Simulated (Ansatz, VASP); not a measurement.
**Pt3Pb: VASP beside Ansatz**

```
Pt Pb
1.0
     3.97684    0.00000    0.00000
     0.00000    3.97684    0.00000
     0.00000    0.00000    4.05800
Pt Pb
3 1
Cartesian
  0.0000 1.9884 2.0290
  1.9884 0.0000 2.0290
  1.9884 1.9884 0.0000
  0.0000 0.0000 0.0000
```

Change from the starting cell: equal xx and yy strain of -2 %, PAW files.

Alike in both runs: task electric field gradients; functional LDA; k mesh 9 × 9 × 9; occupations fermi-dirac, width 0.03 eV; no spin polarisation.

|  | VASP | Ansatz |
| --- | --- | --- |
| version | VASP 6.6.1 | Ansatz 0.2.0 |
| potentials or method | VASP PAW LDA potentials, release 64 (Pt, Pb_d) | PAW with Ansatz's default frozen-core files, scalar-relativistic |
| plane-wave cutoff (eV) | 520 | 420 |
| valence electrons in the cell | 44 | 68 |

|  | VASP | Ansatz | Ansatz less VASP |
| --- | --- | --- | --- |
| pressure (GPa) | 7.2 | 6.4 | -0.80 |
| traceless stress, the component that is largest in VASP (GPa) | -1.52 | -1.49 | +0.030 |
| size of Vzz on the site where it differs most (V/Å²) | 148.4 | 162.8 | +14.45 |

LDA's correlation is that of Perdew and Zunger in VASP and of Perdew and Wang (1992) in Ansatz. VASP's potentials hold 44 valence electrons a cell and Ansatz's 68, so a difference there can come from the potentials and not from the codes.

Neither program's run includes spin-orbit coupling.
